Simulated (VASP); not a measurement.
# TaGaMo3 (Pm-3m) in VASP: further runs

Runs on TaGaMo3. Level: PBE. Tasks: single point, relaxation of cell and atoms.

All numbers are computed with VASP 6.6.1; they aren't measurements. Logs are shortened: lines on timing, memory, paths and dates and some standing lists are left out, and cuts for length are marked.

## Step 1: The cell of the first run

It takes space group Pm-3m (No. 221, cubic). The conventional cell has a = 4.752 Å, b = 4.752 Å, c = 4.752 Å, α = 90.00°, β = 90.00°, γ = 90.00°. Within 3.1 Å of Ta (site symmetry m-3m) lie 6 Mo at 2.38 Å. Ga (site symmetry m-3m) has 12 Mo at 3.36 Å and 8 Ta at 4.12 Å within 4.4 Å. Within 3.1 Å of Mo (site symmetry 4/mmm) lie 2 Ta at 2.38 Å.

## Step 2: Single point, PBE

INCAR reads:

```
SYSTEM = TaGaMo3
ALGO = Normal ; EDIFF = 1E-6
ENCUT = 520 ; GGA = PE
ISIF = 2 ; ISMEAR = 0
LASPH = .TRUE. ; LCHARG = .FALSE.
LREAL = .FALSE. ; LWAVE = .FALSE.
NBANDS = 41 ; NELM = 60
PREC = Accurate ; SIGMA = 0.1
```

KPOINTS reads:

```
k-points
0
G
  4 4 4
  0 0 0
```

POSCAR reads:

```
TaGaMo3
1.0
    4.7522557536      0.0000000000      0.0000000000
    0.0000000000      4.7522557536      0.0000000000
    0.0000000000      0.0000000000      4.7522557536
Ta Ga Mo
1 1 3
Direct
    0.5000000000      0.5000000000      0.5000000000
    0.0000000000      0.0000000000      0.0000000000
    0.0000000000      0.5000000000      0.5000000000
    0.5000000000      0.5000000000      0.0000000000
    0.5000000000      0.0000000000      0.5000000000
```

Potentials or basis: VASP PAW PBE potentials, release 64 (Ta_pv, Ga_d, Mo_sv).

Launch:

```
$ cat potpaw_PBE.64/Ta_pv/POTCAR potpaw_PBE.64/Ga_d/POTCAR potpaw_PBE.64/Mo_sv/POTCAR > POTCAR
$ mpirun -np 1 vasp_std > vasp.out
```

OUTCAR:

```text
SYSTEM = TaGaMo3
   EDIFF = 1E-6
   ENCUT = 520
   GGA = PE
   ISIF = 2
   ISMEAR = 0
   LASPH = .TRUE.
   LREAL = .FALSE.
   NELM = 60
   PREC = Accurate

 ion  position               nearest neighbor table
   1  0.500  0.500  0.500-   3 2.38   4 2.38   5 2.38   4 2.38   5 2.38   3 2.38
   2  0.000  0.000  0.000-
   3  0.000  0.500  0.500-   1 2.38   1 2.38   5 3.36   4 3.36   5 3.36   4 3.36   4 3.36   5 3.36
                             4 3.36   5 3.36
   4  0.500  0.500  0.000-   1 2.38   1 2.38   5 3.36   3 3.36   3 3.36   5 3.36   5 3.36   5 3.36
                             3 3.36   3 3.36
   5  0.500  0.000  0.500-   1 2.38   1 2.38   4 3.36   4 3.36   3 3.36   3 3.36   4 3.36   4 3.36
                             3 3.36   3 3.36

  LATTYP: Found a simple cubic cell.
 ALAT       =     4.7522557536

  Lattice vectors:

 A1 = (   4.7522557536,   0.0000000000,   0.0000000000)
 A2 = (   0.0000000000,   4.7522557536,   0.0000000000)
 A3 = (   0.0000000000,   0.0000000000,   4.7522557536)

Analysis of symmetry for initial positions (statically):
=====================================================================
 Subroutine PRICEL returns:
 Original cell was already a primitive cell.

 Routine SETGRP: Setting up the symmetry group for a
 simple cubic supercell.

 Subroutine GETGRP returns: Found 48 space group operations
 (whereof 48 operations were pure point group operations)
 out of a pool of 48 trial point group operations.

The static configuration has the point symmetry O_h .

Analysis of symmetry for dynamics (positions and initial velocities):
=====================================================================
 Subroutine PRICEL returns:
 Original cell was already a primitive cell.

 Routine SETGRP: Setting up the symmetry group for a
 simple cubic supercell.

 Subroutine GETGRP returns: Found 48 space group operations
 (whereof 48 operations were pure point group operations)
 out of a pool of 48 trial point group operations.

The dynamic configuration has the point symmetry O_h .

 Subroutine INISYM returns: Found 48 space group operations
 (whereof 48 operations are pure point group operations),
 and found     1 'primitive' translations

----------------------------------------------------------------------------------------

                                     Primitive cell

  volume of cell :     107.3246

[... 78 lines left out ...]
   NELM   =     60;   NELMIN=  2; NELMDL= -5     # of ELM steps
   EDIFF  = 0.1E-05   stopping-criterion for ELM
   LREAL  =      F    real-space projection
   EDIFFG = 0.1E-04   stopping-criterion for IOM
   NSW    =      0    number of steps for IOM
   IBRION =     -1    ionic relax: 0-MD 1-quasi-New 2-CG
   NFREE  =      0    steps in history (QN), initial steepest desc. (CG)
   ISIF   =      2    stress and relaxation
   ISYM   =      2    0-nonsym 1-usesym 2-fastsym
   POTIM  = 0.5000    time-step for ionic-motion
   TEBEG  =    0.0;   TEEND  =   0.0 temperature during run
   PSTRESS=    0.0 pullay stress
   NELECT =      66.0000    total number of electrons
   NUPDOWN=      -1.0000    fix difference up-down
   EMIN   =  10.00;   EMAX   =-10.00  energy-range for DOS
   EFERMI =   0.00;   METHOD = LEGACY
   ISMEAR =     0;   SIGMA  =   0.10  broadening in eV -4-tet -1-fermi 0-gaus
   EFERMI_NEDOS =   21; number of points for ismear=-14 and -15
   IALGO  =     38    algorithm
   IMIX   =      4    mixing-type and parameters
     AMIX     =   0.40;   BMIX     =  1.00
     AMIX_MAG =   1.60;   BMIX_MAG =  1.00
  volume/ion in A,a.u.               =      21.46       144.85
  Fermi-wavevector in a.u.,A,eV,Ry     =   1.392162  2.630804 26.369643  1.938114
  Thomas-Fermi vector in A             =   2.515931
   LORBIT       =      0    0 simple, 1 ext, 2 COOP (PROOUT), +10 PAW based schemes
   GGA     = PE    functional components
   LHFCALC =     F    Hartree Fock is set to
   AEXX    =    0.0000 exact exchange contribution
   IVDW    =     0    specifies the selected vdW correction
   LEPSILON=     F    determine dielectric tensor
   LRPA    =     F    only Hartree local field effects (RPA)
 non-spin polarized calculation
 Gauss-broadening in eV      SIGMA  =   0.10
  energy-cutoff  :      520.00
  volume of cell :      107.32
 maximum number of plane-waves:      2945
 NGX is ok and might be reduce to    36
   NGX = 17   NGY = 17   NGZ = 17

 number of electron      66.0000004 magnetization

 Free energy of the ion-electron system (eV)
  ---------------------------------------------------
  ext. energy  EPLUGINS =         0.00000000
  ---------------------------------------------------
  free energy    TOTEN  =       -38.23408446 eV

  energy without entropy =      -38.19401720  energy(sigma->0) =      -38.21405083

 E-fermi :   6.5192     XC(G=0): -11.1862

 val. band max:        6.4989197494   @ k =   0.2500   0.2500   0.2500
 cond. band min:       6.5521680962   @ k =   0.5000   0.2500   0.2500
 fundamental gap:      0.0532483468
 Fermi energy:         6.5191881475

 k-point     1 :       0.0000    0.0000    0.0000
  band No.  band energies     occupation
      1     -54.4973      2.00000
      2     -54.4791      2.00000
      3     -54.4791      2.00000
      4     -29.7973      2.00000
      5     -29.7973      2.00000
      6     -29.7973      2.00000
[... 429 lines left out ...]
     40       7.9025      0.00000
     41       8.2752      0.00000

------------------------ aborting loop because EDIFF is reached ----------------------------------------

  FORCE on cell =-STRESS in cart. coord.  units (eV):
  Direction    XX          YY          ZZ          XY          YZ          ZX
  --------------------------------------------------------------------------------------
  -------------------------------------------------------------------------------------
  Total        0.4298289      0.4298289      0.4298289     -0.0000000     -0.0000000      0.0000000
  in kB        6.4166263      6.4166263      6.4166263     -0.0000000     -0.0000000      0.0000000
  external PRESSURE =       6.4166263 kB  Pullay stress =       0.0000000 kB

 VOLUME and BASIS-vectors are now :
 -----------------------------------------------------------------------------
  energy-cutoff  :      520.00
  volume of cell :      107.32
      direct lattice vectors                 reciprocal lattice vectors
     4.752255754  0.000000000  0.000000000     0.210426385  0.000000000  0.000000000
     0.000000000  4.752255754  0.000000000     0.000000000  0.210426385  0.000000000
     0.000000000  0.000000000  4.752255754     0.000000000  0.000000000  0.210426385

 POSITION                                       TOTAL-FORCE (eV/Angst)
 -----------------------------------------------------------------------------------
      2.37613      2.37613      2.37613         0.000000      0.000000      0.000000
      0.00000      0.00000      0.00000         0.000000      0.000000      0.000000
      0.00000      2.37613      2.37613         0.000000      0.000000      0.000000
      2.37613      2.37613      0.00000         0.000000      0.000000      0.000000
      2.37613      0.00000      2.37613         0.000000      0.000000      0.000000
 -----------------------------------------------------------------------------------
    total drift:                                0.000000      0.000000      0.000000

  FREE ENERGIE OF THE ION-ELECTRON SYSTEM (eV)
  ---------------------------------------------------
  free  energy   TOTEN  =       -38.2340844550 eV

  energy  without entropy=      -38.1940172033  energy(sigma->0) =      -38.21405083
```

OSZICAR:

```text
N       E                     dE             d eps       ncg     rms          rms(c)
DAV:   1     0.880717529367E+03    0.88072E+03   -0.37365E+04   901   0.203E+03
DAV:   2     0.296649990553E+02   -0.85105E+03   -0.82770E+03   908   0.608E+02
DAV:   3    -0.384326766109E+02   -0.68098E+02   -0.64977E+02  1016   0.155E+02
DAV:   4    -0.413333537667E+02   -0.29007E+01   -0.28266E+01  1006   0.295E+01
DAV:   5    -0.414582385377E+02   -0.12488E+00   -0.12435E+00  1126   0.542E+00    0.285E+01
DAV:   6    -0.392154642411E+02    0.22428E+01   -0.30344E+01  1014   0.298E+01    0.174E+01
DAV:   7    -0.383249518862E+02    0.89051E+00   -0.52370E+00  1002   0.116E+01    0.906E+00
DAV:   8    -0.382616961307E+02    0.63256E-01   -0.76481E-01  1036   0.478E+00    0.105E+00
DAV:   9    -0.382343020640E+02    0.27394E-01   -0.13920E-01  1012   0.218E+00    0.524E-01
DAV:  10    -0.382340444169E+02    0.25765E-03   -0.73596E-03  1055   0.532E-01    0.140E-01
DAV:  11    -0.382340762860E+02   -0.31869E-04   -0.57099E-04  1093   0.143E-01    0.494E-02
DAV:  12    -0.382340936825E+02   -0.17397E-04   -0.59443E-05  1015   0.458E-02    0.280E-02
DAV:  13    -0.382340848537E+02    0.88288E-05   -0.45083E-05   956   0.369E-02    0.692E-03
DAV:  14    -0.382340844550E+02    0.39868E-06   -0.35188E-06   806   0.102E-02
   1 F= -.38234084E+02 E0= -.38214051E+02  d E =-.400673E-01
```

stdout:

```text
POSCAR found type information on POSCAR TaGaMo
 POSCAR found :  3 types and       5 ions
 scaLAPACK will be used
 LDA part: xc-table for (Slater+PW92), standard interpolation
 POSCAR, INCAR and KPOINTS ok, starting setup
 FFT: planning ... GRIDC
 FFT: planning ... GRID_SOFT
 FFT: planning ... GRID
 WAVECAR not read
 entering main loop
```

It took 28 s on 1 thread of AMD EPYC 9R14 (Zen 4), shared host; peak memory 0.19 GiB.

Results:

* Free energy: -38.2341 eV
* Pressure: 0.6 GPa
* Band gap on the k mesh: zero (band 33 reaches 6.83 eV, above the bottom of band 34 at 6.26 eV)

Caveat: spin-orbit coupling is left out, which moves the levels of the heavy elements.

## Step 3: Relaxation of cell and atoms, PBE

This run uses another cell than the first one, of 14.53 Å³/atom, 0.677 times its volume.

INCAR reads:

```
SYSTEM = TaGaMo3
ALGO = Fast
EDIFF = 1E-6
EDIFFG = -0.04
ENCUT = 600
GGA = PE
IBRION = 2
ISIF = 3
ISMEAR = 0
LASPH = .True.
LCHARG = .False.
LREAL = .False.
LWAVE = .False.
NELM = 100
NSW = 90
PREC = Accurate
SIGMA = 0.1
```

KPOINTS reads:

```
k-points
0
Gamma
  4 4 4
  0 0 0
```

POSCAR, as its differences from that of step 2:

```diff
@@ -2,5 +2,5 @@
 1.0
-    4.7522557536      0.0000000000      0.0000000000
-    0.0000000000      4.7522557536      0.0000000000
-    0.0000000000      0.0000000000      4.7522557536
+    4.1725105900      0.0000000000      0.0000000000
+    0.0000000000      4.1725105900      0.0000000000
+    0.0000000000      0.0000000000      4.1725105900
 Ta Ga Mo
```

Potentials or basis: VASP PAW PBE potentials, release 64 (Ta_pv, Ga_d, Mo_sv).

Launch:

```
$ cat potpaw_PBE.64/Ta_pv/POTCAR potpaw_PBE.64/Ga_d/POTCAR potpaw_PBE.64/Mo_sv/POTCAR > POTCAR
$ mpirun -np 1 vasp_std > vasp.out
```

Run time: 22 min. Hardware: 1 thread of AMD EPYC 9R14 (Zen 4), shared host; peak memory 0.2 GiB.

The run converged. Its results:

```yaml
Free_energy: -38.2187 eV
Relaxed_volume: 21.53 Å³/atom
Relaxed_cell: a = 4.757 Å, b = 4.757 Å, c = 4.757 Å, α = 90.00°, β = 90.00°, γ = 90.00°
Space_group_after_relaxing_to_0.05_Å: Pm-3m (No. 221)
Energy_gained_by_relaxing: 1624.2 meV/atom
Ionic_steps: 21
Pressure_after_relaxing: 0.3 GPa
Band_gap_on_the_k_mesh: zero (band 33 reaches 6.80 eV, above the bottom of band 34 at 6.24 eV)
```

Step by step:
```tsv
step	energy change (eV)	largest force (eV/Å)	pressure (GPa)	volume (Å³)
1	0.0000	0.0000	107.46	72.64
2	3.5807	0.0000	-15.24	230.80
3	1054.9514	0.0000	-19.07	117.97
4	35.8955	0.0000	63.23	106.55
5	-6.8949	0.0000	-3.76	115.04
6	-7.9206	0.0000	-4.83	114.06
7	-8.1056	0.0000	-2.12	110.26
8	-8.1208	0.0000	-0.45	108.39
9	-8.1211	0.0000	0.34	107.58
10	-8.1211	0.0000	0.34	107.59
11	-8.1212	0.0000	0.32	107.59
12	-8.1212	0.0000	0.31	107.59
13	-8.1212	0.0000	0.32	107.59
14	-8.1212	0.0000	0.32	107.59
15	-8.1212	0.0000	0.32	107.59
16	-8.1212	0.0000	0.32	107.60
17	-8.1212	0.0000	0.32	107.60
18	-8.1212	0.0000	0.33	107.60
19	-8.1212	0.0000	0.31	107.60
20	-8.1212	0.0000	0.31	107.61
21	-8.1212	0.0000	0.29	107.63
```

Final structure:
```xyz
5
Lattice="4.7567 0.0000 0.0000 0.0000 4.7567 0.0000 0.0000 0.0000 4.7567" Properties=species:S:1:pos:R:3 pbc="T T T"
Ta    2.3784    2.3784    2.3784
Ga    0.0000    0.0000    0.0000
Mo    0.0000    2.3784    2.3784
Mo    2.3784    2.3784    0.0000
Mo    2.3784    0.0000    2.3784
```

Levels at points of the mesh, in eV from the Fermi level:
```csv
k point,band 31,band 32,band 33,band 34,band 35,band 36
"(0.00, 0.00, 0.00)",0.08,0.08,0.31,0.31,0.31,1.31
"(0.50, 0.00, 0.00)",-0.96,-0.45,-0.45,-0.25,0.09,0.45
"(0.50, 0.50, 0.00)",-1.14,-0.26,-0.24,-0.05,0.05,0.05
"(0.50, 0.50, 0.50)",-0.36,0.04,0.04,0.04,0.62,0.62
```

Caveat: the k points lie up to 0.33 Å⁻¹ apart in the final cell; the volume moved by over 15 % at a fixed basis, so the end points are rough; spin-orbit coupling is left out, which moves the levels of the heavy elements.
